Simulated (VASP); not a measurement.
Here is a VASP 6.6.1 calculation.

Contents of POSCAR:

```
LiB2Ru3
1.0
    5.0979343800      0.0000000000      0.0000000000
   -2.5489671900      4.4149429000      0.0000000000
    0.0000000000      0.0000000000      2.8065090400
Li B Ru
1 2 3
Direct
    0.0000000000      0.0000000000      0.0000000000
    0.3333000000      0.6667000000      0.0000000000
    0.6666000000      0.3333000000      0.0000000000
    0.5000000000      0.0000000000      0.5000000000
    0.5000000000      0.5000000000      0.5000000000
    0.0000000000      0.5000000000      0.5000000000
```

The input INCAR.step1:

```
SYSTEM = LiB2Ru3
  PREC = Accurate
  ENCUT = 720
  ISMEAR = -1
  SIGMA = 0.1
  LREAL = .FALSE.
  LASPH = .TRUE.
  NELM = 120
  GGA = PE
  ALGO = Normal
  EDIFF = 1E-5
  LWAVE = .TRUE.
  LCHARG = .FALSE.
  GGA_COMPAT = .FALSE.
  IBRION = 2
  EDIFFG = -0.01
  NELMIN = 4
  NSW = 100
  KPAR = 4
```

File INCAR.step2:

```
SYSTEM = LiB2Ru3
  PREC = Accurate
  ENCUT = 720
  EDIFF = 1E-7
  ISMEAR = -1
  SIGMA = 0.1
  LREAL = .FALSE.
  LASPH = .TRUE.
  NELM = 120
  ALGO = Normal
  ISIF = 2
  LWAVE = .FALSE.
  LCHARG = .FALSE.
  METAGGA = R2SCAN
  LMIXTAU = .TRUE.
  IBRION = 2
  NSW = 100
  EDIFFG = -0.03
  ISTART = 1
  GGA_COMPAT = .FALSE.
  NELMIN = 4
  KPAR = 4
```

The input KPOINTS:

```
Automatic mesh
0
G
  7 7 11
  0 0 0
```

Potentials or basis: VASP PAW PBE potentials, release 64 (Li_sv, B, Ru_pv).

Command:

```sh
$ cat potpaw_PBE.64/Li_sv/POTCAR potpaw_PBE.64/B/POTCAR potpaw_PBE.64/Ru_pv/POTCAR > POTCAR
$ cp INCAR.step1 INCAR
$ mpirun -np 4 vasp_std > vasp.out
$ cp INCAR.step2 INCAR
$ mpirun -np 4 vasp_std > vasp.out
```

(1) Estimate the band gap on the k mesh.

Answers

(1) zero (an odd number of electrons rules out a gap without spin polarisation).

Caveat: the relaxation stopped at its first step, so nothing moved.
